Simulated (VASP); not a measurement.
# Ti (Im-3m) in VASP: notebook

The runs below take Ti through single point, with PBE.

Program: VASP 6.6.1. These are calculated values, not measurements. Logs are shortened: lines on timing, memory, paths and dates and some standing lists are left out, and cuts for length are marked.

### Step 1. The cell of the first run

It takes space group Im-3m (No. 229, cubic). Conventional cell: a = 3.282 Å, b = 3.282 Å, c = 3.282 Å, α = 90.00°, β = 90.00°, γ = 90.00°. Ti (site symmetry m-3m) has 14 Ti at 2.84 to 3.28 Å within 3.7 Å.

### Step 2. Single point, PBE

The input, INCAR:

```
PREC = Accurate
ENCUT = 520
EDIFF = 1E-7
ISMEAR = 0
SIGMA = 0.017
LREAL = F
LASPH = T
NELM = 100
ALGO = Normal
ISIF = 2
LWAVE = F
LCHARG = F
GGA = PE
NBANDS = 12
```

The input, KPOINTS:

```
Automatic mesh
0
Gamma
  11 11 11
```

The input, POSCAR:

```
Ti
1.0
   -1.6410000000      1.6410000000      1.6410000000
    1.6410000000     -1.6410000000      1.6410000000
    1.6410000000      1.6410000000     -1.6410000000
Ti
1
Direct
    0.0000000000      0.0000000000      0.0000000000
```

Potentials or basis: VASP PAW PBE potentials, release 64 (Ti_sv).

On the command line:

```console
> cat potpaw_PBE.64/Ti_sv/POTCAR > POTCAR
> mpirun -np 1 vasp_std > vasp.out
```

OUTCAR:

```text
PREC = Accurate
   ENCUT = 520
   EDIFF = 1E-7
   ISMEAR = 0
   LREAL = F
   LASPH = T
   NELM = 100
   ISIF = 2
   GGA = PE

 ion  position               nearest neighbor table
   1  0.000  0.000  0.000-

  LATTYP: Found a body centered cubic cell.
 ALAT       =     3.2820000000

  Lattice vectors:

 A1 = (  -1.6410000000,   1.6410000000,   1.6410000000)
 A2 = (   1.6410000000,  -1.6410000000,   1.6410000000)
 A3 = (   1.6410000000,   1.6410000000,  -1.6410000000)

Analysis of symmetry for initial positions (statically):
=====================================================================
 Subroutine PRICEL returns:
 Original cell was already a primitive cell.

 Routine SETGRP: Setting up the symmetry group for a
 body centered cubic supercell.

 Subroutine GETGRP returns: Found 48 space group operations
 (whereof 48 operations were pure point group operations)
 out of a pool of 48 trial point group operations.

The static configuration has the point symmetry O_h .

Analysis of symmetry for dynamics (positions and initial velocities):
=====================================================================
 Subroutine PRICEL returns:
 Original cell was already a primitive cell.

 Routine SETGRP: Setting up the symmetry group for a
 body centered cubic supercell.

 Subroutine GETGRP returns: Found 48 space group operations
 (whereof 48 operations were pure point group operations)
 out of a pool of 48 trial point group operations.

The dynamic configuration has the point symmetry O_h .

 Subroutine INISYM returns: Found 48 space group operations
 (whereof 48 operations are pure point group operations),
 and found     1 'primitive' translations

----------------------------------------------------------------------------------------

                                     Primitive cell

  volume of cell :      17.6761

  direct lattice vectors                    reciprocal lattice vectors
    -1.641000000  1.641000000  1.641000000     0.000000000  0.304692261  0.304692261
     1.641000000 -1.641000000  1.641000000     0.304692261  0.000000000  0.304692261
     1.641000000  1.641000000 -1.641000000     0.304692261  0.304692261  0.000000000

  length of vectors
     2.842295375  2.842295375  2.842295375     0.430899928  0.430899928  0.430899928

  position of ions in fractional coordinates (direct lattice)
     0.000000000  0.000000000  0.000000000

  ion indices of the primitive-cell ions
   primitive index   ion index
                 1           1

----------------------------------------------------------------------------------------

 KPOINTS: Automatic mesh

Automatic generation of k-mesh.
 Grid dimensions read from file:
 generate k-points for:   11   11   11

 Generating k-lattice:

  Cartesian coordinates                     Fractional coordinates (reciprocal lattice)
     0.000000000  0.027699296  0.027699296     0.090909091  0.000000000  0.000000000
     0.027699296  0.000000000  0.027699296     0.000000000  0.090909091  0.000000000
     0.027699296  0.027699296  0.000000000     0.000000000  0.000000000  0.090909091

  Length of vectors
     0.039172721  0.039172721  0.039172721

  Shift w.r.t. Gamma in fractional coordinates (k-lattice)
     0.000000000  0.000000000  0.000000000

 Subroutine IBZKPT returns following result:
 ===========================================

 Found     56 irreducible k-points:

 Following reciprocal coordinates:
            Coordinates               Weight
  0.000000  0.000000  0.000000      1.000000
  0.090909  0.000000  0.000000     12.000000
  0.181818  0.000000  0.000000     12.000000
  0.272727  0.000000  0.000000     12.000000
  0.363636  0.000000  0.000000     12.000000
  0.454545  0.000000  0.000000     12.000000
[... 16 lines left out ...]
  0.272727  0.181818  0.090909     48.000000
  0.363636  0.181818  0.090909     24.000000
 [... further k-points ...]
   k-points           NKPTS =     56   k-points in BZ     NKDIM =     56   number of bands    NBANDS=     12
   number of dos      NEDOS =    301   number of ions     NIONS =      1
   total plane-waves  NPLWV =  13824
   dimension x,y,z NGX =    24 NGY =   24 NGZ =   24
   dimension x,y,z NGXF=    48 NGYF=   48 NGZF=   48
   ions per type =               1
   NGX,Y,Z   is equivalent  to a cutoff of  14.04, 14.04, 14.04 a.u.
   NGXF,Y,Z  is equivalent  to a cutoff of  28.08, 28.08, 28.08 a.u.
 SYSTEM =  unknown system
   PREC   = accura    normal or accurate (medium, high low for compatibility)
   ISTART =      0    job   : 0-new  1-cont  2-samecut
   ICHARG =      2    charge: 1-file 2-atom 10-const
   ISPIN  =      1    spin polarized calculation?
   LNONCOLLINEAR =      F non collinear calculations
   LSORBIT =      F    spin-orbit coupling
   LASPH  =      T    aspherical Exc in radial PAW
   ENCUT  =  520.0 eV  38.22 Ry    6.18 a.u.   5.28  5.28  5.28*2*pi/ulx,y,z
   NELM   =    100;   NELMIN=  2; NELMDL= -5     # of ELM steps
   EDIFF  = 0.1E-06   stopping-criterion for ELM
   LREAL  =      F    real-space projection
   EDIFFG = 0.1E-05   stopping-criterion for IOM
   NSW    =      0    number of steps for IOM
   IBRION =     -1    ionic relax: 0-MD 1-quasi-New 2-CG
   NFREE  =      0    steps in history (QN), initial steepest desc. (CG)
   ISIF   =      2    stress and relaxation
   ISYM   =      2    0-nonsym 1-usesym 2-fastsym
   POTIM  = 0.5000    time-step for ionic-motion
   TEBEG  =    0.0;   TEEND  =   0.0 temperature during run
   PSTRESS=    0.0 pullay stress
   NELECT =      12.0000    total number of electrons
   NUPDOWN=      -1.0000    fix difference up-down
   EMIN   =  10.00;   EMAX   =-10.00  energy-range for DOS
   EFERMI =   0.00;   METHOD = LEGACY
   ISMEAR =     0;   SIGMA  =   0.02  broadening in eV -4-tet -1-fermi 0-gaus
   EFERMI_NEDOS =   21; number of points for ismear=-14 and -15
   IALGO  =     38    algorithm
   IMIX   =      4    mixing-type and parameters
     AMIX     =   0.40;   BMIX     =  1.00
     AMIX_MAG =   1.60;   BMIX_MAG =  1.00
  volume/ion in A,a.u.               =      17.68       119.28
  Fermi-wavevector in a.u.,A,eV,Ry     =   1.438821  2.718977 28.166848  2.070205
  Thomas-Fermi vector in A             =   2.557745
   LORBIT       =      0    0 simple, 1 ext, 2 COOP (PROOUT), +10 PAW based schemes
   GGA     = PE    functional components
   LHFCALC =     F    Hartree Fock is set to
   AEXX    =    0.0000 exact exchange contribution
   IVDW    =     0    specifies the selected vdW correction
   LEPSILON=     F    determine dielectric tensor
   LRPA    =     F    only Hartree local field effects (RPA)
 non-spin polarized calculation
 Gauss-broadening in eV      SIGMA  =   0.02
  energy-cutoff  :      520.00
  volume of cell :       17.68
 maximum number of plane-waves:       486
 NGX is ok and might be reduce to    24
   NGX = 11   NGY = 11   NGZ = 11

 number of electron      12.0000001 magnetization

 Free energy of the ion-electron system (eV)
  ---------------------------------------------------
  ext. energy  EPLUGINS =         0.00000000
  ---------------------------------------------------
  free energy    TOTEN  =        -7.71601657 eV

  energy without entropy =       -7.71521863  energy(sigma->0) =       -7.71561760

 E-fermi :   7.9005     XC(G=0): -11.4086

 val. band max:        7.8929600341   @ k =  -0.3636  -0.4545   0.0909
 cond. band min:       7.9030446016   @ k =   0.1818   0.0909   0.0909
 fundamental gap:      0.0100845675
 Fermi energy:         7.9004712931

 k-point     1 :       0.0000    0.0000    0.0000
  band No.  band energies     occupation
      1     -48.6387      2.00000
      2     -24.5162      2.00000
      3     -24.5162      2.00000
      4     -24.5162      2.00000
      5       1.9907      2.00000
      6       8.8922      0.00000
      7       8.8922      0.00000
      8       8.8922      0.00000
      9      10.6122      0.00000
     10      10.6122      0.00000
     11      25.1904      0.00000
     12      25.1904      0.00000

 k-point     2 :       0.0909    0.0000    0.0000
  band No.  band energies     occupation
      1     -48.6292      2.00000
      2     -24.5687      2.00000
      3     -24.5324      2.00000
      4     -24.5165      2.00000
      5       2.2673      2.00000
      6       8.7686      0.00000
      7       8.8517      0.00000
      8       9.0916      0.00000
      9      10.4776      0.00000
     10      10.6204      0.00000
     11      24.7192      0.00000
     12      25.1263      0.00000

 k-point     3 :       0.1818    0.0000    0.0000
  band No.  band energies     occupation
      1     -48.6033      2.00000
      2     -24.7074      2.00000
      3     -24.5757      2.00000
      4     -24.5173      2.00000
      5       3.0442      2.00000
      6       8.4535      0.00000
      7       8.6368      0.00000
      8       9.6587      0.00000
      9      10.3061      0.00000
     10      10.6560      0.00000
     11      23.2024      0.00000
     12      24.4738      0.00000

 k-point     4 :       0.2727    0.0000    0.0000
  band No.  band energies     occupation
      1     -48.5692      2.00000
      2     -24.8853      2.00000
      3     -24.6319      2.00000
      4     -24.5184      2.00000
      5       4.1324      2.00000
      6       8.0718      0.00000
      7       8.2922      0.00000
      8      10.3627      0.00000
      9      10.4910      0.00000
     10      10.7350      0.00000
     11      20.8669      0.00000
     12      23.1801      0.00000

 k-point     5 :       0.3636    0.0000    0.0000
  band No.  band energies     occupation
      1     -48.5377      2.00000
      2     -25.0454      2.00000
      3     -24.6830      2.00000
      4     -24.5195      2.00000
      5       5.0907      2.00000
      6       7.7468      2.00000
      7       8.3105      0.00000
      8      10.5237      0.00000
      9      10.8438      0.00000
     10      11.3852      0.00000
     11      18.4401      0.00000
     12      21.9749      0.00000
[... 228 lines left out ...]
      1     -48.6198      2.00000
      2     -24.5862      2.00000
      3     -24.5489      2.00000
      4     -24.5489      2.00000
      5       2.5370      2.00000
      6       8.8516      0.00000
      7       8.8516      0.00000
      8       9.0937      0.00000
      9      10.1496      0.00000
     10      10.7779      0.00000
     11      24.2210      0.00000
     12      25.5541      0.00000

 k-point    22 :       0.1818    0.1818    0.0909
  band No.  band energies     occupation
      1     -48.5354      2.00000
      2     -25.0045      2.00000
      3     -24.6734      2.00000
      4     -24.5978      2.00000
      5       5.6452      2.00000
      6       7.5180      2.00000
      7       7.6342      2.00000
      8      10.6186      0.00000
      9      10.8558      0.00000
     10      12.2506      0.00000
     11      19.8566      0.00000
     12      20.0384      0.00000

 k-point    23 :       0.2727    0.1818    0.0909
  band No.  band energies     occupation
      1     -48.5170      2.00000
      2     -25.0346      2.00000
      3     -24.7567      2.00000
      4     -24.6127      2.00000
      5       6.3668      2.00000
      6       7.3664      2.00000
      7       7.6820      2.00000
      8      10.7301      0.00000
      9      10.9508      0.00000
     10      13.3767      0.00000
     11      17.5913      0.00000
     12      19.1693      0.00000

 k-point    24 :       0.3636    0.1818    0.0909
  band No.  band energies     occupation
      1     -48.5102      2.00000
      2     -25.0360      2.00000
      3     -24.7988      2.00000
      4     -24.6169      2.00000
      5       6.4762      2.00000
      6       7.3337      2.00000
      7       7.9337      0.00573
      8      10.7888      0.00000
      9      10.9778      0.00000
     10      14.1152      0.00000
     11      16.3284      0.00000
     12      18.8645      0.00000

 [... further k-points ...]

------------------------ aborting loop because EDIFF is reached ----------------------------------------

  FORCE on cell =-STRESS in cart. coord.  units (eV):
  Direction    XX          YY          ZZ          XY          YZ          ZX
  --------------------------------------------------------------------------------------
  -------------------------------------------------------------------------------------
  Total       -0.3450666     -0.3450666     -0.3450666     -0.0000000      0.0000000      0.0000000
  in kB      -31.2771973    -31.2771973    -31.2771973     -0.0000000      0.0000000      0.0000000
  external PRESSURE =     -31.2771973 kB  Pullay stress =       0.0000000 kB

 VOLUME and BASIS-vectors are now :
 -----------------------------------------------------------------------------
  energy-cutoff  :      520.00
  volume of cell :       17.68
      direct lattice vectors                 reciprocal lattice vectors
    -1.641000000  1.641000000  1.641000000     0.000000000  0.304692261  0.304692261
     1.641000000 -1.641000000  1.641000000     0.304692261  0.000000000  0.304692261
     1.641000000  1.641000000 -1.641000000     0.304692261  0.304692261  0.000000000

 POSITION                                       TOTAL-FORCE (eV/Angst)
 -----------------------------------------------------------------------------------
      0.00000      0.00000      0.00000         0.000000      0.000000      0.000000
 -----------------------------------------------------------------------------------
    total drift:                                0.000000      0.000000      0.000000

  FREE ENERGIE OF THE ION-ELECTRON SYSTEM (eV)
  ---------------------------------------------------
  free  energy   TOTEN  =        -7.7160165736 eV

  energy  without entropy=       -7.7152186319  energy(sigma->0) =       -7.71561760
```

It took 9.4 s on 1 thread of Intel Xeon Platinum 8259CL at 2.50GHz (Skylake/Cascade Lake), shared host; peak memory 0.14 GiB.

Results:

- Free energy: -7.7160 eV
- Pressure: -3.1 GPa
- Band gap on the k mesh: zero (band 6 reaches 8.90 eV, above the bottom of band 7 at 7.33 eV)

### Step 3. Single point, PBE

The input, INCAR:

```
PREC = Accurate
ENCUT = 520
EDIFF = 1E-6
ISMEAR = 0
SIGMA = 0.019000000000000003
LREAL = F
LASPH = T
NELM = 60
ALGO = Normal
ISIF = 2
LWAVE = F
LCHARG = T
GGA = PE
LELF = T
LVHAR = T
NBANDS = 12
```

The input, KPOINTS:

```
regular mesh
0
Gamma
  11 11 11
```

POSCAR is that of step 2.

Potentials or basis: VASP PAW PBE potentials, release 64 (Ti_sv).

On the command line:

```console
> cat potpaw_PBE.64/Ti_sv/POTCAR > POTCAR
> mpirun -np 1 vasp_std > vasp.out
```

It took 8.5 s on 1 thread of Intel Xeon Platinum 8259CL at 2.50GHz (Skylake/Cascade Lake), shared host; peak memory 0.14 GiB.

Results (log left out):

```yaml
Free_energy: -7.7161 eV
Pressure: -3.1 GPa
Band_gap_on_the_k_mesh: zero (band 6 reaches 8.90 eV, above the bottom of band 7 at 7.33 eV)
```

Levels at points of the mesh, in eV from the Fermi level:
| k point | band 4 | band 5 | band 6 | band 7 | band 8 | band 9 |
| --- | --- | --- | --- | --- | --- | --- |
| (0.00, 0.00, 0.00) | -32.42 | -5.91 | 0.99 | 0.99 | 0.99 | 2.71 |
